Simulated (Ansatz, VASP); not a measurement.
## ZnO: VASP beside Ansatz

Contents of INCAR:

```
SYSTEM = ZnO
ALGO     = Normal         ! electronic algorithm
EDIFF    = 1E-6           ! SCF threshold, eV
ENCUT    = 520            ! plane-wave cutoff, eV
GGA      = PE             ! functional
ISIF     = 2              ! what is computed and relaxed
ISMEAR   = -1             ! smearing method
LASPH    = .True.         ! aspherical terms in the spheres
LCHARG   = .False.        ! write CHGCAR
LREAL    = .False.        ! projectors in reciprocal space
LWAVE    = .False.        ! write WAVECAR
NBANDS   = 26             ! bands
NELM     = 100            ! most SCF steps
PREC     = Accurate       ! precision mode
SIGMA    = 0.05           ! smearing width, eV
```

File KPOINTS:

```
k-points
0
Gamma
  13 13 7
  0 0 0
```

Contents of POSCAR:

```
ZnO
1.0
    3.2791084896      0.0000000000      0.0000000000
   -1.6395542448      2.8397912538      0.0000000000
    0.0000000000      0.0000000000      5.2939815964
Zn O
2 2
Direct
    0.3333333333      0.6666666667     -0.0015152519
    0.6666666667      0.3333333333      0.4984847481
    0.3333333333      0.6666666667      0.3775152519
    0.6666666667      0.3333333333      0.8775152519
```

Input for Ansatz:

```yaml
crystal:
  lattice:
    - [3.2791084896, 0.0, 0.0]
    - [-1.6395542448, 2.8397912538, 0.0]
    - [0.0, 0.0, 5.2939815964]
  atoms:
    - { symbol: Zn, position: [0.3333333333, 0.6666666667, -0.0015152519] }
    - { symbol: Zn, position: [0.6666666667, 0.3333333333, 0.4984847481] }
    - { symbol: O, position: [0.3333333333, 0.6666666667, 0.3775152519] }
    - { symbol: O, position: [0.6666666667, 0.3333333333, 0.8775152519] }
kpoints:
  mp_grid: { grid: [13, 13, 7] }
  band_path:
    path:
      - [0.0, 0.0, 0.0]
      - [0.5, 0.0, 0.0]
      - [0.3333333333, 0.3333333333, 0.0]
      - [0.0, 0.0, 0.0]
      - [0.0, 0.0, 0.5]
      - [0.5, 0.0, 0.5]
      - [0.3333333333, 0.3333333333, 0.5]
      - [0.0, 0.0, 0.5]
      - [0.5, 0.0, 0.5]
    npoints: 14
scf:
  occupations: { method: fermi_dirac, width: 0.05 }
hamiltonian:
  xc: pbe
  pseudopotentials: { kind: all_electron, lapw: { basis_error: 0.001 } }
output:
  forces: true
  stress: true
  eigenvalues: true
  populations: true
  dos: { projected: true, de: 0.2, e_range: [-14, 8] }
```

Alike in both runs: task single point; functional PBE; k mesh 13 × 13 × 7; occupations fermi-dirac, width 0.05 eV; no spin polarisation.

```csv
,VASP,Ansatz
version,VASP 6.6.1,Ansatz 0.2.0
potentials or method,"VASP PAW PBE potentials, release 64 (Zn, O), cutoff 520 eV","all-electron LAPW, scalar-relativistic"
```

Ansatz gave:

```
pressure (GPa) : -0.1
```

Question: What did VASP give for the same quantities?

Answer: Pressure (GPa): 0.9.

Ansatz ran all-electron here, and VASP with PAW potentials.
